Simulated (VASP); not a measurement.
# Cd (P6_3/mmc) in VASP: further runs

Cd is run at these levels: LDA; tasks: single point, relaxation of cell and atoms.

Everything below comes from runs of VASP 6.6.1. Logs are shortened: lines on timing, memory, paths and dates and some standing lists are left out, and cuts for length are marked.

## (1) The cell of the first run

The structure is hexagonal, space group P6_3/mmc (No. 194). Conventional cell: a = 2.921 Å, b = 2.921 Å, c = 5.393 Å, α = 90.00°, β = 90.00°, γ = 120.00°. Within 3.8 Å of Cd (site symmetry -6m2) lie 12 Cd at 2.92 to 3.18 Å.

## (2) Single point, LDA

Contents of INCAR:

```
PREC     = Accurate       # precision mode
ENCUT    = 520            # plane-wave cutoff, eV
EDIFF    = 1E-6           # SCF threshold, eV
ISMEAR   = 0              # smearing method
SIGMA    = 0.05           # smearing width, eV
LREAL    = F              # projectors in reciprocal space
LASPH    = T              # aspherical terms in the spheres
NELM     = 80             # most SCF steps
ALGO     = Normal         # electronic algorithm
ISIF     = 2              # what is computed and relaxed
LWAVE    = F              # write WAVECAR
LCHARG   = T              # write CHGCAR
LELF     = T              # ELF
LVHAR    = T            
NBANDS   = 19             # bands
```

Contents of KPOINTS:

```
regular mesh
0
Gamma
  16 16 8
```

Contents of POSCAR:

```
Cd
1.0
    2.9206827761      0.0000000000      0.0000000000
   -1.4603413881      2.5293854805      0.0000000000
    0.0000000000      0.0000000000      5.3927078250
Cd
2
Direct
    0.3333333333      0.6666666667      0.7500000000
    0.6666666667      0.3333333333      0.2500000000
```

Potentials or basis: VASP PAW LDA potentials, release 64 (Cd).

Launch:

```bash
$ cat potpaw_LDA.64/Cd/POTCAR > POTCAR
$ mpirun -np 1 vasp_std > vasp.out
```

OUTCAR:

```text
PREC = Accurate
   ENCUT = 520
   EDIFF = 1E-6
   ISMEAR = 0
   LREAL = F
   LASPH = T
   NELM = 80
   ISIF = 2

 ion  position               nearest neighbor table
   1  0.333  0.667  0.750-   2 3.18   2 3.18   2 3.18   2 3.18   2 3.18   2 3.18
   2  0.667  0.333  0.250-   1 3.18   1 3.18   1 3.18   1 3.18   1 3.18   1 3.18

  LATTYP: Found a hexagonal cell.
 ALAT       =     2.9206827761
 C/A-ratio  =     1.8463860126

  Lattice vectors:

 A1 = (   2.9206827761,   0.0000000000,   0.0000000000)
 A2 = (  -1.4603413881,   2.5293854805,   0.0000000000)
 A3 = (   0.0000000000,   0.0000000000,   5.3927078250)

Analysis of symmetry for initial positions (statically):
=====================================================================
 Subroutine PRICEL returns:
 Original cell was already a primitive cell.

 Routine SETGRP: Setting up the symmetry group for a
 hexagonal supercell.

 Subroutine GETGRP returns: Found 24 space group operations
 (whereof 12 operations were pure point group operations)
 out of a pool of 24 trial point group operations.

The static configuration has the point symmetry D_3d.
 The point group associated with its full space group is D_6h.

Analysis of symmetry for dynamics (positions and initial velocities):
=====================================================================
 Subroutine PRICEL returns:
 Original cell was already a primitive cell.

 Routine SETGRP: Setting up the symmetry group for a
 hexagonal supercell.

 Subroutine GETGRP returns: Found 24 space group operations
 (whereof 12 operations were pure point group operations)
 out of a pool of 24 trial point group operations.

The dynamic configuration has the point symmetry D_3d.
 The point group associated with its full space group is D_6h.

 Subroutine INISYM returns: Found 24 space group operations
 (whereof 12 operations are pure point group operations),
 and found     1 'primitive' translations

----------------------------------------------------------------------------------------

                                     Primitive cell

  volume of cell :      39.8388

  direct lattice vectors                    reciprocal lattice vectors
     2.920682776  0.000000000  0.000000000     0.342385694  0.197676473  0.000000000
    -1.460341388  2.529385480  0.000000000     0.000000000  0.395352945  0.000000000
     0.000000000  0.000000000  5.392707825     0.000000000  0.000000000  0.185435598

  length of vectors
     2.920682776  2.920682776  5.392707825     0.395352945  0.395352945  0.185435598

  position of ions in fractional coordinates (direct lattice)
     0.333333333  0.666666667  0.750000000
     0.666666667  0.333333333  0.250000000

  ion indices of the primitive-cell ions
   primitive index   ion index
                 1           1
                 2           2

----------------------------------------------------------------------------------------

 KPOINTS: regular mesh

Automatic generation of k-mesh.
 Grid dimensions read from file:
 generate k-points for:   16   16    8

 Generating k-lattice:

  Cartesian coordinates                     Fractional coordinates (reciprocal lattice)
     0.021399106  0.012354780  0.000000000     0.062500000  0.000000000  0.000000000
     0.000000000  0.024709559  0.000000000     0.000000000  0.062500000  0.000000000
     0.000000000  0.000000000  0.023179450     0.000000000  0.000000000  0.125000000

  Length of vectors
     0.024709559  0.024709559  0.023179450

  Shift w.r.t. Gamma in fractional coordinates (k-lattice)
     0.000000000  0.000000000  0.000000000

 Subroutine IBZKPT returns following result:
 ===========================================

 Found    150 irreducible k-points:

 Following reciprocal coordinates:
            Coordinates               Weight
  0.000000  0.000000  0.000000      1.000000
  0.062500 -0.000000  0.000000      6.000000
  0.125000 -0.000000  0.000000      6.000000
  0.187500  0.000000  0.000000      6.000000
  0.250000 -0.000000  0.000000      6.000000
  0.312500 -0.000000  0.000000      6.000000
[... 16 lines left out ...]
  0.187500  0.187500  0.000000      6.000000
  0.250000  0.187500  0.000000     12.000000
 [... further k-points ...]
   k-points           NKPTS =    150   k-points in BZ     NKDIM =    150   number of bands    NBANDS=     19
   number of dos      NEDOS =    301   number of ions     NIONS =      2
   total plane-waves  NPLWV =  23040
   dimension x,y,z NGX =    24 NGY =   24 NGZ =   40
   dimension x,y,z NGXF=    48 NGYF=   48 NGZF=   80
   ions per type =               2
   NGX,Y,Z   is equivalent  to a cutoff of  13.66, 13.66, 12.33 a.u.
   NGXF,Y,Z  is equivalent  to a cutoff of  27.32, 27.32, 24.66 a.u.
 SYSTEM =  unknown system
   PREC   = accura    normal or accurate (medium, high low for compatibility)
   ISTART =      0    job   : 0-new  1-cont  2-samecut
   ICHARG =      2    charge: 1-file 2-atom 10-const
   ISPIN  =      1    spin polarized calculation?
   LNONCOLLINEAR =      F non collinear calculations
   LSORBIT =      F    spin-orbit coupling
   LASPH  =      T    aspherical Exc in radial PAW
   ENCUT  =  520.0 eV  38.22 Ry    6.18 a.u.   5.43  5.43 10.03*2*pi/ulx,y,z
   NELM   =     80;   NELMIN=  2; NELMDL= -5     # of ELM steps
   EDIFF  = 0.1E-05   stopping-criterion for ELM
   LREAL  =      F    real-space projection
   EDIFFG = 0.1E-04   stopping-criterion for IOM
   NSW    =      0    number of steps for IOM
   IBRION =     -1    ionic relax: 0-MD 1-quasi-New 2-CG
   NFREE  =      0    steps in history (QN), initial steepest desc. (CG)
   ISIF   =      2    stress and relaxation
   ISYM   =      2    0-nonsym 1-usesym 2-fastsym
   POTIM  = 0.5000    time-step for ionic-motion
   TEBEG  =    0.0;   TEEND  =   0.0 temperature during run
   PSTRESS=    0.0 pullay stress
   NELECT =      24.0000    total number of electrons
   NUPDOWN=      -1.0000    fix difference up-down
   EMIN   =  10.00;   EMAX   =-10.00  energy-range for DOS
   EFERMI =   0.00;   METHOD = LEGACY
   ISMEAR =     0;   SIGMA  =   0.05  broadening in eV -4-tet -1-fermi 0-gaus
   EFERMI_NEDOS =   21; number of points for ismear=-14 and -15
   IALGO  =     38    algorithm
   IMIX   =      4    mixing-type and parameters
     AMIX     =   0.40;   BMIX     =  1.00
     AMIX_MAG =   1.60;   BMIX_MAG =  1.00
  volume/ion in A,a.u.               =      19.92       134.42
  Fermi-wavevector in a.u.,A,eV,Ry     =   1.382642  2.612815 26.010250  1.911699
  Thomas-Fermi vector in A             =   2.507314
   LORBIT       =      0    0 simple, 1 ext, 2 COOP (PROOUT), +10 PAW based schemes
   GGA     = CA    functional components
   LHFCALC =     F    Hartree Fock is set to
   AEXX    =    0.0000 exact exchange contribution
   IVDW    =     0    specifies the selected vdW correction
   LEPSILON=     F    determine dielectric tensor
   LRPA    =     F    only Hartree local field effects (RPA)
 non-spin polarized calculation
 Gauss-broadening in eV      SIGMA  =   0.05
  energy-cutoff  :      520.00
  volume of cell :       39.84
 maximum number of plane-waves:      1118
 NGX is ok and might be reduce to    24
   NGX = 11   NGY = 11   NGZ = 21

 number of electron      23.9999995 magnetization

 Free energy of the ion-electron system (eV)
  ---------------------------------------------------
  ext. energy  EPLUGINS =         0.00000000
  ---------------------------------------------------
  free energy    TOTEN  =        -3.04997505 eV

  energy without entropy =       -3.04962152  energy(sigma->0) =       -3.04979829

 E-fermi :   3.4221     XC(G=0): -11.8077

 val. band max:        3.4210759600   @ k =   0.2500   0.1875   0.0000
 cond. band min:       3.4829447115   @ k =   0.3750   0.0625   0.0000
 fundamental gap:      0.0618687514
 Fermi energy:         3.4220951026

 k-point     1 :       0.0000    0.0000    0.0000
  band No.  band energies     occupation
      1      -6.8527      2.00000
      2      -6.5284      2.00000
      3      -6.0957      2.00000
      4      -6.0738      2.00000
      5      -6.0738      2.00000
      6      -6.0045      2.00000
[... 11 lines left out ...]
     18      19.4508      0.00000
     19      19.6474      0.00000

 k-point     2 :       0.0625   -0.0000    0.0000
  band No.  band energies     occupation
      1      -6.8056      2.00000
      2      -6.4628      2.00000
      3      -6.1071      2.00000
      4      -6.0403      2.00000
      5      -6.0324      2.00000
      6      -5.9975      2.00000
[... 11 lines left out ...]
     18      19.5918      0.00000
     19      19.8652      0.00000

 k-point     3 :       0.1250   -0.0000    0.0000
  band No.  band energies     occupation
      1      -6.6901      2.00000
      2      -6.3507      2.00000
      3      -6.1553      2.00000
      4      -6.0494      2.00000
      5      -5.9130      2.00000
      6      -5.8505      2.00000
[... 11 lines left out ...]
     18      19.0834      0.00000
     19      19.2909      0.00000

 k-point     4 :       0.1875    0.0000    0.0000
  band No.  band energies     occupation
      1      -6.6153      2.00000
      2      -6.2915      2.00000
      3      -6.2208      2.00000
      4      -5.9699      2.00000
      5      -5.8308      2.00000
      6      -5.7295      2.00000
[... 11 lines left out ...]
     18      17.2945      0.00000
     19      17.4870      0.00000

 k-point     5 :       0.2500   -0.0000    0.0000
  band No.  band energies     occupation
      1      -6.6737      2.00000
      2      -6.4014      2.00000
      3      -6.0829      2.00000
      4      -6.0679      2.00000
      5      -5.8049      2.00000
      6      -5.6822      2.00000
[... 11 lines left out ...]
     18      17.0798      0.00000
     19      17.3002      0.00000
[... 334 lines left out ...]
      2      -6.5326      2.00000
      3      -6.5294      2.00000
      4      -5.9792      2.00000
      5      -5.8548      2.00000
      6      -5.7411      2.00000
[... 11 lines left out ...]
     18      14.5631      0.00000
     19      15.2131      0.00000

 k-point    22 :       0.4375    0.1250    0.0000
  band No.  band energies     occupation
      1      -6.8116      2.00000
      2      -6.5610      2.00000
      3      -6.5551      2.00000
      4      -5.9718      2.00000
      5      -5.8933      2.00000
      6      -5.7071      2.00000
[... 11 lines left out ...]
     18      14.4274      0.00000
     19      15.1263      0.00000

 k-point    23 :       0.1875    0.1875    0.0000
  band No.  band energies     occupation
      1      -6.4210      2.00000
      2      -6.3730      2.00000
      3      -6.2406      2.00000
      4      -6.0227      2.00000
      5      -5.9672      2.00000
      6      -5.8364      2.00000
[... 11 lines left out ...]
     18      14.1783      0.00000
     19      14.8343      0.00000

 k-point    24 :       0.2500    0.1875    0.0000
  band No.  band energies     occupation
      1      -6.4958      2.00000
      2      -6.3712      2.00000
      3      -6.3318      2.00000
      4      -6.0170      2.00000
      5      -5.9316      2.00000
      6      -5.7290      2.00000
[... 11 lines left out ...]
     18      13.3780      0.00000
     19      14.1586      0.00000

 [... further k-points ...]

------------------------ aborting loop because EDIFF is reached ----------------------------------------

  FORCE on cell =-STRESS in cart. coord.  units (eV):
  Direction    XX          YY          ZZ          XY          YZ          ZX
  --------------------------------------------------------------------------------------
  -------------------------------------------------------------------------------------
  Total        0.2114859      0.2114859      0.0735745     -0.0000000      0.0000000      0.0000000
  in kB        8.5052212      8.5052212      2.9589085     -0.0000000      0.0000000      0.0000000
  external PRESSURE =       6.6564503 kB  Pullay stress =       0.0000000 kB

 VOLUME and BASIS-vectors are now :
 -----------------------------------------------------------------------------
  energy-cutoff  :      520.00
  volume of cell :       39.84
      direct lattice vectors                 reciprocal lattice vectors
     2.920682776  0.000000000  0.000000000     0.342385694  0.197676473  0.000000000
    -1.460341388  2.529385480  0.000000000     0.000000000  0.395352945  0.000000000
     0.000000000  0.000000000  5.392707825     0.000000000  0.000000000  0.185435598

 POSITION                                       TOTAL-FORCE (eV/Angst)
 -----------------------------------------------------------------------------------
     -0.00000      1.68626      4.04453         0.000000     -0.000000      0.000000
      1.46034      0.84313      1.34818        -0.000000      0.000000      0.000000
 -----------------------------------------------------------------------------------
    total drift:                               -0.000000      0.000000     -0.000000

  FREE ENERGIE OF THE ION-ELECTRON SYSTEM (eV)
  ---------------------------------------------------
  free  energy   TOTEN  =        -3.0499750522 eV

  energy  without entropy=       -3.0496215212  energy(sigma->0) =       -3.04979829
```

Run time: 31 s. Hardware: 1 thread of Intel Xeon Platinum 8559C (Emerald Rapids), shared host; peak memory 0.21 GiB.

Results:

| Property | Result |
| --- | --- |
| Free energy | -3.0500 eV |
| Pressure | 0.7 GPa |
| Band gap on the k mesh | zero (bands 12 and 13 overlap by 3.93 eV) |

Stress tensor (GPa, compression positive):
```
0.85 0.00 0.00
0.00 0.85 0.00
0.00 0.00 0.30
```

## (3) Relaxation of cell and atoms, LDA

This run uses another cell than the first one, of 21.61 Å³/atom.

Contents of INCAR:

```
  PREC = Accurate
  ENCUT = 600
  EDIFF = 1E-6
  ISMEAR = 0
  SIGMA = 0.05
  LREAL = False
  LASPH = True
  NELM = 80
  ALGO = Normal
  ISIF = 3
  LWAVE = False
  LCHARG = False
  GGA = CA
  IBRION = 2
  NSW = 80
  EDIFFG = -0.01
```

Contents of KPOINTS:

```
Automatic mesh
0
Gamma
  16 16 8
```

Contents of POSCAR:

```
Cd
1.0
    2.9800000000      0.0000000000      0.0000000000
   -1.4900000000      2.5807557033      0.0000000000
    0.0000000000      0.0000000000      5.6202800000
Cd
2
Direct
    0.3333333333      0.6666666667      0.7500000000
    0.6666666667      0.3333333333      0.2500000000
```

Potentials or basis: VASP PAW LDA potentials, release 64 (Cd).

Launch:

```bash
$ cat potpaw_LDA.64/Cd/POTCAR > POTCAR
$ mpirun -np 1 vasp_std > vasp.out
```

Wall time 2.8 min (1 thread of Intel Xeon Platinum 8559C (Emerald Rapids), shared host); peak memory 0.23 GiB.

The run converged. Its results:

- Free energy: -3.0524 eV
- Relaxed volume: 20.04 Å³/atom
- Relaxed cell: a = 2.929 Å, b = 2.929 Å, c = 5.393 Å, α = 90.00°, β = 90.00°, γ = 120.00°
- Space group after relaxing (to 0.1 Å): P6_3/mmc (No. 194)
- Energy gained by relaxing: 21.7 meV/atom
- Ionic steps: 7
- Pressure after relaxing: 0.0 GPa
- Band gap on the k mesh: zero (bands 12 and 13 overlap by 3.91 eV)

Stress tensor (GPa, compression positive):
```
 0.03  0.00  0.00
 0.00  0.03  0.00
 0.00  0.00 -0.04
```

Step by step:
```tsv
step	energy change (eV)	largest force (eV/Å)	pressure (GPa)	volume (Å³)
1	0.0000	0.0000	-4.14	43.22
2	-0.0370	0.0000	1.13	39.82
3	-0.0391	0.0000	-0.01	40.41
4	-0.0421	0.0000	0.02	40.25
5	-0.0433	0.0000	0.05	40.10
6	-0.0434	0.0000	0.14	40.06
7	-0.0434	0.0000	0.01	40.07
```

Final structure:
```yaml
crystal:
  lattice:
    - [2.92923, 0.00000, 0.00000]
    - [-1.46462, 2.53679, 0.00000]
    - [0.00000, 0.00000, 5.39304]
  atoms:
    - { symbol: Cd, position: [0.33333, 0.66667, 0.75000] }
    - { symbol: Cd, position: [0.66667, 0.33333, 0.25000] }
```

Levels at points of the mesh, in eV from the Fermi level:
| k point | band 10 | band 11 | band 12 | band 13 | band 14 | band 15 |
| --- | --- | --- | --- | --- | --- | --- |
| (0.00, 0.00, 0.00) | -8.58 | -8.58 | -3.39 | -2.83 | 11.53 | 14.55 |
| (0.50, 0.00, 0.00) | -8.28 | -2.72 | -2.09 | 2.12 | 3.00 | 3.53 |
| (0.00, 0.00, 0.50) | -8.72 | -7.87 | -7.87 | 4.24 | 4.24 | 14.88 |
| (0.50, 0.00, 0.50) | -8.30 | -1.88 | -1.88 | 0.06 | 0.06 | 8.59 |

The gap in the log of VASP goes by the Fermi energy; the results here count the filled bands.